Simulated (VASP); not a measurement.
## Re: single point with revPBE

The system is Re.

```xyz
2
Lattice="-1.8956 1.5576 1.3895 1.5576 -1.8956 1.3895 3.5103 3.5103 -2.0086" Properties=species:S:1:pos:R:3 pbc="T T T"
Re   -1.7518    1.4138    1.3895
Re    0.5790    2.5932    0.3852
```

| Quantity | Value |
| --- | --- |
| Program | VASP 6.6.1 |
| Task | single point |
| Functional | revPBE |
| Potentials or basis | VASP PAW PBE potentials, release 64 (Re) |
| Cutoff | 520 eV |
| k mesh | 17 × 17 × 8 |
| Occupations | fermi-dirac, width 0.1 eV |
| Spin | no spin polarisation |
| Dipole correction | no |
| Further INCAR settings | ALGO = Normal; EDIFF = 1e-06; NBANDS = 14 |

```
Pressure               : -13.5 GPa
Band gap on the k mesh : zero (bands 7 and 8 overlap by 2.91 eV)
```

Stress tensor (GPa, compression positive):
```
-13.53  -0.16  -0.01
 -0.16 -13.53  -0.01
 -0.01  -0.01 -13.51
```

Levels at points of the mesh, in eV from the Fermi level:
| k point | band 4 | band 5 | band 6 | band 7 | band 8 | band 9 | band 10 | band 11 |
| --- | --- | --- | --- | --- | --- | --- | --- | --- |
| (0.00, 0.00, 0.00) | -1.42 | -1.42 | -0.67 | -0.67 | 0.18 | 0.18 | 0.50 | 3.07 |
| (0.00, 0.00, 0.50) | -2.20 | -1.55 | -1.55 | -1.55 | -1.55 | 2.31 | 2.31 | 2.32 |

Wall time 2.6 min on 1 thread of Intel(R) Xeon(R) Platinum 8559C (Emerald Rapids), with other jobs on the host, peak memory 0.36 GiB.

Caveat: the cell stands under tension; the PAW data sets were made with another functional, which shifts forces and pressure a little; spin-orbit coupling is left out, which moves the levels of the heavy elements.
